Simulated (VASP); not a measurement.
# S (Fm-3m) in VASP: a series of runs

Runs on S. Level: LDA. Tasks: single point.

Program: VASP 6.6.1. These are calculated values, not measurements. Logs are shortened: lines on timing, memory, paths and dates and some standing lists are left out, and cuts for length are marked.

## 1. The cell of the first run

It takes space group Fm-3m (No. 225, cubic). The conventional cell has a = 3.989 Å, b = 3.989 Å, c = 3.989 Å, α = 90.00°, β = 90.00°, γ = 90.00°. Within 3.7 Å of S (site symmetry m-3m) lie 12 S at 2.82 Å.

## 2. Single point, LDA

INCAR reads:

```
PREC     = Accurate       # precision mode
ENCUT    = 520            # plane-wave cutoff, eV
EDIFF    = 1E-7           # SCF threshold, eV
ISMEAR   = -1             # smearing method
SIGMA    = 0.05           # smearing width, eV
LREAL    = F              # projectors in reciprocal space
LASPH    = T              # aspherical terms in the spheres
NELM     = 80             # most SCF steps
ALGO     = Normal         # electronic algorithm
ISIF     = 2              # what is computed and relaxed
LWAVE    = F              # write WAVECAR
LCHARG   = F              # write CHGCAR
GGA      = CA             # functional
NBANDS   = 9              # bands
```

KPOINTS reads:

```
Automatic mesh
0
Gamma
  14 14 14
```

POSCAR reads:

```
S
1.0
    0.0000000000      1.9943503400      1.9943503400
    1.9943503400      0.0000000000      1.9943503400
    1.9943503400      1.9943503400      0.0000000000
S
1
Direct
    0.0000000000      0.0000000000      0.0000000000
```

Potentials or basis: VASP PAW LDA potentials, release 64 (S).

The run is started by

```bash
> cat potpaw_LDA.64/S/POTCAR > POTCAR
> mpirun -np 1 vasp_std > vasp.out
```

OUTCAR:

```text
PREC = Accurate
   ENCUT = 520
   EDIFF = 1E-7
   ISMEAR = -1
   LREAL = F
   LASPH = T
   NELM = 80
   ISIF = 2
   GGA = CA

 ion  position               nearest neighbor table
   1  0.000  0.000  0.000-

  LATTYP: Found a face centered cubic cell.
 ALAT       =     3.9887006800

  Lattice vectors:

 A1 = (   0.0000000000,   1.9943503400,   1.9943503400)
 A2 = (   1.9943503400,   0.0000000000,   1.9943503400)
 A3 = (   1.9943503400,   1.9943503400,   0.0000000000)

Analysis of symmetry for initial positions (statically):
=====================================================================
 Subroutine PRICEL returns:
 Original cell was already a primitive cell.

 Routine SETGRP: Setting up the symmetry group for a
 face centered cubic supercell.

 Subroutine GETGRP returns: Found 48 space group operations
 (whereof 48 operations were pure point group operations)
 out of a pool of 48 trial point group operations.

The static configuration has the point symmetry O_h .

Analysis of symmetry for dynamics (positions and initial velocities):
=====================================================================
 Subroutine PRICEL returns:
 Original cell was already a primitive cell.

 Routine SETGRP: Setting up the symmetry group for a
 face centered cubic supercell.

 Subroutine GETGRP returns: Found 48 space group operations
 (whereof 48 operations were pure point group operations)
 out of a pool of 48 trial point group operations.

The dynamic configuration has the point symmetry O_h .

 Subroutine INISYM returns: Found 48 space group operations
 (whereof 48 operations are pure point group operations),
 and found     1 'primitive' translations

----------------------------------------------------------------------------------------

                                     Primitive cell

  volume of cell :      15.8648

  direct lattice vectors                    reciprocal lattice vectors
     0.000000000  1.994350340  1.994350340    -0.250708208  0.250708208  0.250708208
     1.994350340  0.000000000  1.994350340     0.250708208 -0.250708208  0.250708208
     1.994350340  1.994350340  0.000000000     0.250708208  0.250708208 -0.250708208

  length of vectors
     2.820437299  2.820437299  2.820437299     0.434239354  0.434239354  0.434239354

  position of ions in fractional coordinates (direct lattice)
     0.000000000  0.000000000  0.000000000

  ion indices of the primitive-cell ions
   primitive index   ion index
                 1           1

----------------------------------------------------------------------------------------

 KPOINTS: Automatic mesh

Automatic generation of k-mesh.
 Grid dimensions read from file:
 generate k-points for:   14   14   14

 Generating k-lattice:

  Cartesian coordinates                     Fractional coordinates (reciprocal lattice)
    -0.017907729  0.017907729  0.017907729     0.071428571  0.000000000  0.000000000
     0.017907729 -0.017907729  0.017907729     0.000000000  0.071428571  0.000000000
     0.017907729  0.017907729 -0.017907729     0.000000000  0.000000000  0.071428571

  Length of vectors
     0.031017097  0.031017097  0.031017097

  Shift w.r.t. Gamma in fractional coordinates (k-lattice)
     0.000000000  0.000000000  0.000000000

 Subroutine IBZKPT returns following result:
 ===========================================

 Found    104 irreducible k-points:

 Following reciprocal coordinates:
            Coordinates               Weight
  0.000000  0.000000  0.000000      1.000000
  0.071429  0.000000  0.000000      8.000000
  0.142857  0.000000  0.000000      8.000000
  0.214286  0.000000  0.000000      8.000000
  0.285714  0.000000  0.000000      8.000000
  0.357143  0.000000  0.000000      8.000000
[... 16 lines left out ...]
  0.214286  0.142857  0.000000     24.000000
  0.285714  0.142857  0.000000     24.000000
 [... further k-points ...]
   k-points           NKPTS =    104   k-points in BZ     NKDIM =    104   number of bands    NBANDS=      9
   number of dos      NEDOS =    301   number of ions     NIONS =      1
   total plane-waves  NPLWV =  13824
   dimension x,y,z NGX =    24 NGY =   24 NGZ =   24
   dimension x,y,z NGXF=    48 NGYF=   48 NGZF=   48
   ions per type =               1
   NGX,Y,Z   is equivalent  to a cutoff of  14.15, 14.15, 14.15 a.u.
   NGXF,Y,Z  is equivalent  to a cutoff of  28.29, 28.29, 28.29 a.u.
 SYSTEM =  unknown system
   PREC   = accura    normal or accurate (medium, high low for compatibility)
   ISTART =      0    job   : 0-new  1-cont  2-samecut
   ICHARG =      2    charge: 1-file 2-atom 10-const
   ISPIN  =      1    spin polarized calculation?
   LNONCOLLINEAR =      F non collinear calculations
   LSORBIT =      F    spin-orbit coupling
   LASPH  =      T    aspherical Exc in radial PAW
   ENCUT  =  520.0 eV  38.22 Ry    6.18 a.u.   5.24  5.24  5.24*2*pi/ulx,y,z
   NELM   =     80;   NELMIN=  2; NELMDL= -5     # of ELM steps
   EDIFF  = 0.1E-06   stopping-criterion for ELM
   LREAL  =      F    real-space projection
   EDIFFG = 0.1E-05   stopping-criterion for IOM
   NSW    =      0    number of steps for IOM
   IBRION =     -1    ionic relax: 0-MD 1-quasi-New 2-CG
   NFREE  =      0    steps in history (QN), initial steepest desc. (CG)
   ISIF   =      2    stress and relaxation
   ISYM   =      2    0-nonsym 1-usesym 2-fastsym
   POTIM  = 0.5000    time-step for ionic-motion
   TEBEG  =    0.0;   TEEND  =   0.0 temperature during run
   PSTRESS=    0.0 pullay stress
   NELECT =       6.0000    total number of electrons
   NUPDOWN=      -1.0000    fix difference up-down
   EMIN   =  10.00;   EMAX   =-10.00  energy-range for DOS
   EFERMI =   0.00;   METHOD = LEGACY
   ISMEAR =    -1;   SIGMA  =   0.05  broadening in eV -4-tet -1-fermi 0-gaus
   EFERMI_NEDOS =   21; number of points for ismear=-14 and -15
   IALGO  =     38    algorithm
   IMIX   =      4    mixing-type and parameters
     AMIX     =   0.40;   BMIX     =  1.00
     AMIX_MAG =   1.60;   BMIX_MAG =  1.00
  volume/ion in A,a.u.               =      15.86       107.06
  Fermi-wavevector in a.u.,A,eV,Ry     =   1.183897  2.237240 19.070080  1.401611
  Thomas-Fermi vector in A             =   2.320122
   LORBIT       =      0    0 simple, 1 ext, 2 COOP (PROOUT), +10 PAW based schemes
   GGA     = CA    functional components
   LHFCALC =     F    Hartree Fock is set to
   AEXX    =    0.0000 exact exchange contribution
   IVDW    =     0    specifies the selected vdW correction
   LEPSILON=     F    determine dielectric tensor
   LRPA    =     F    only Hartree local field effects (RPA)
 non-spin polarized calculation
  energy-cutoff  :      520.00
  volume of cell :       15.86
 maximum number of plane-waves:       444
 NGX is ok and might be reduce to    24
   NGX = 11   NGY = 11   NGZ = 11

 number of electron       5.9999999 magnetization

 Free energy of the ion-electron system (eV)
  ---------------------------------------------------
  ext. energy  EPLUGINS =         0.00000000
  ---------------------------------------------------
  free energy    TOTEN  =        -3.66501025 eV

  energy without entropy =       -3.65585402  energy(sigma->0) =       -3.66043214

 E-fermi :   7.3202     XC(G=0): -11.3452

 val. band max:        7.3092262043   @ k =   0.5000   0.2857   0.0000
 cond. band min:       7.3203094463   @ k =   0.3571   0.2143   0.0000
 fundamental gap:      0.0110832420
 Fermi energy:         7.3202255763

 k-point     1 :       0.0000    0.0000    0.0000
  band No.  band energies     occupation
      1      -9.3303      2.00000
      2      10.4893      0.00000
      3      10.4893      0.00000
      4      10.4893      0.00000
      5      19.4254      0.00000
      6      19.4254      0.00000
      7      19.4254      0.00000
      8      21.4904      0.00000
      9      24.7963      0.00000

 k-point     2 :       0.0714    0.0000    0.0000
  band No.  band energies     occupation
      1      -9.2096      2.00000
      2       9.8160      0.00000
      3      10.3997      0.00000
      4      10.3997      0.00000
      5      19.1784      0.00000
      6      19.6334      0.00000
      7      19.6334      0.00000
      8      21.8963      0.00000
      9      24.4174      0.00000

 k-point     3 :       0.1429    0.0000    0.0000
  band No.  band energies     occupation
      1      -8.8506      2.00000
      2       8.1672      0.00000
      3      10.1692      0.00000
      4      10.1692      0.00000
      5      18.5657      0.00000
      6      20.0847      0.00000
      7      20.0847      0.00000
      8      23.0039      0.00000
      9      23.7729      0.00000

 k-point     4 :       0.2143    0.0000    0.0000
  band No.  band energies     occupation
      1      -8.2642      2.00000
      2       6.1132      2.00000
      3       9.8792      0.00000
      4       9.8792      0.00000
      5      17.9134      0.00000
      6      20.2094      0.00000
      7      20.2094      0.00000
      8      23.8150      0.00000
      9      23.8155      0.00000

 k-point     5 :       0.2857    0.0000    0.0000
  band No.  band energies     occupation
      1      -7.4760      2.00000
      2       4.0078      2.00000
      3       9.6025      0.00000
      4       9.6025      0.00000
      5      17.3801      0.00000
      6      19.7513      0.00000
      7      19.7513      0.00000
      8      24.9208      0.00000
      9      24.9432      0.00000

 k-point     6 :       0.3571    0.0000    0.0000
  band No.  band energies     occupation
      1      -6.5475      2.00000
      2       2.0690      2.00000
      3       9.3845      0.00000
      4       9.3845      0.00000
      5      17.0030      0.00000
      6      19.1799      0.00000
      7      19.1799      0.00000
      8      24.8051      0.00000
      9      26.5772      0.00000
[... 169 lines left out ...]
 k-point    21 :      -0.0714    0.0714    0.0000
  band No.  band energies     occupation
      1      -9.0094      2.00000
      2       9.0917      0.00000
      3       9.7959      0.00000
      4      10.4549      0.00000
      5      18.8845      0.00000
      6      19.7642      0.00000
      7      20.0607      0.00000
      8      22.4004      0.00000
      9      23.4173      0.00000

 k-point    22 :       0.1429    0.1429    0.0000
  band No.  band energies     occupation
      1      -8.6901      2.00000
      2       8.8048      0.00000
      3       9.3774      0.00000
      4       9.3774      0.00000
      5      17.3143      0.00000
      6      20.4522      0.00000
      7      21.2851      0.00000
      8      21.2851      0.00000
      9      24.2027      0.00000

 k-point    23 :       0.2143    0.1429    0.0000
  band No.  band energies     occupation
      1      -8.2577      2.00000
      2       7.3974      0.35234
      3       8.9569      0.00000
      4       9.1607      0.00000
      5      16.9119      0.00000
      6      19.3410      0.00000
      7      21.6790      0.00000
      8      21.9616      0.00000
      9      25.6224      0.00000

 k-point    24 :       0.2857    0.1429    0.0000
  band No.  band energies     occupation
      1      -7.6076      2.00000
      2       5.5179      2.00000
      3       8.6291      0.00000
      4       8.7818      0.00000
      5      16.8570      0.00000
      6      18.8143      0.00000
      7      21.7410      0.00000
      8      21.9803      0.00000
      9      26.3590      0.00000

 [... further k-points ...]
[... 5 lines left out ...]
  --------------------------------------------------------------------------------------
  -------------------------------------------------------------------------------------
  Total       -0.6698011     -0.6698011     -0.6698011     -0.0000000      0.0000000     -0.0000000
  in kB      -67.6428818    -67.6428818    -67.6428818     -0.0000000      0.0000000     -0.0000000
  external PRESSURE =     -67.6428818 kB  Pullay stress =       0.0000000 kB

 VOLUME and BASIS-vectors are now :
 -----------------------------------------------------------------------------
  energy-cutoff  :      520.00
  volume of cell :       15.86
      direct lattice vectors                 reciprocal lattice vectors
     0.000000000  1.994350340  1.994350340    -0.250708208  0.250708208  0.250708208
     1.994350340  0.000000000  1.994350340     0.250708208 -0.250708208  0.250708208
     1.994350340  1.994350340  0.000000000     0.250708208  0.250708208 -0.250708208

 POSITION                                       TOTAL-FORCE (eV/Angst)
 -----------------------------------------------------------------------------------
      0.00000      0.00000      0.00000         0.000000      0.000000      0.000000
 -----------------------------------------------------------------------------------
    total drift:                                0.000000     -0.000000     -0.000000

  FREE ENERGIE OF THE ION-ELECTRON SYSTEM (eV)
  ---------------------------------------------------
  free  energy   TOTEN  =        -3.6650102519 eV

  energy  without entropy=       -3.6558540244  energy(sigma->0) =       -3.66043214
```

It took 15 s on 1 thread of Intel Xeon 6975P-C, shared host; peak memory 0.12 GiB.

What came out:

```
Free energy            : -3.6650 eV
Pressure               : -6.8 GPa
Band gap on the k mesh : zero (band 3 reaches 10.49 eV, above the bottom of band 4 at 4.83 eV)
```

Levels at points of the mesh, in eV from the Fermi level:
| k point | band 1 | band 2 | band 3 | band 4 | band 5 | band 6 |
| --- | --- | --- | --- | --- | --- | --- |
| (0.00, 0.00, 0.00) | -16.65 | 3.17 | 3.17 | 3.17 | 12.11 | 12.11 |
| (0.50, 0.00, 0.00) | -12.53 | -7.43 | 1.88 | 1.88 | 9.39 | 11.31 |
| (0.50, 0.50, 0.00) | -10.89 | -6.42 | -0.84 | -0.84 | 5.29 | 5.85 |

## 3. Single point, LDA

INCAR reads:

```
SYSTEM = S
ALGO     = Normal         ! electronic algorithm
EDIFF    = 1E-6           ! SCF threshold, eV
ENCUT    = 520            ! plane-wave cutoff, eV
ISIF     = 2              ! what is computed and relaxed
ISMEAR   = -1             ! smearing method
LASPH    = .TRUE.         ! aspherical terms in the spheres
LCHARG   = .FALSE.        ! write CHGCAR
LREAL    = .FALSE.        ! projectors in reciprocal space
LWAVE    = .FALSE.        ! write WAVECAR
NBANDS   = 9              ! bands
NELM     = 60             ! most SCF steps
PREC     = Accurate       ! precision mode
SIGMA    = 0.05           ! smearing width, eV
```

KPOINTS reads:

```
k-points
0
G
  14 14 14
  0 0 0
```

POSCAR is that of step 2.

Potentials or basis: VASP PAW LDA potentials, release 64 (S).

The run is started by

```bash
> cat potpaw_LDA.64/S/POTCAR > POTCAR
> mpirun -np 1 vasp_std > vasp.out
```

Wall time 15 s (1 thread of Intel Xeon 6975P-C, shared host); peak memory 0.12 GiB.

Results (log left out):

```
Free energy            : -3.6650 eV
Pressure               : -6.8 GPa
Band gap on the k mesh : zero (band 3 reaches 10.49 eV, above the bottom of band 4 at 4.83 eV)
```

Levels at points of the mesh, in eV from the Fermi level:
| k point | band 1 | band 2 | band 3 | band 4 | band 5 | band 6 | band 7 |
| --- | --- | --- | --- | --- | --- | --- | --- |
| (0.00, 0.00, 0.00) | -16.65 | 3.17 | 3.17 | 3.17 | 12.11 | 12.11 | 12.11 |
| (0.50, 0.00, 0.00) | -12.53 | -7.43 | 1.88 | 1.88 | 9.39 | 11.31 | 11.31 |
| (0.50, 0.50, 0.00) | -10.89 | -6.42 | -0.84 | -0.84 | 5.29 | 5.85 | 21.92 |
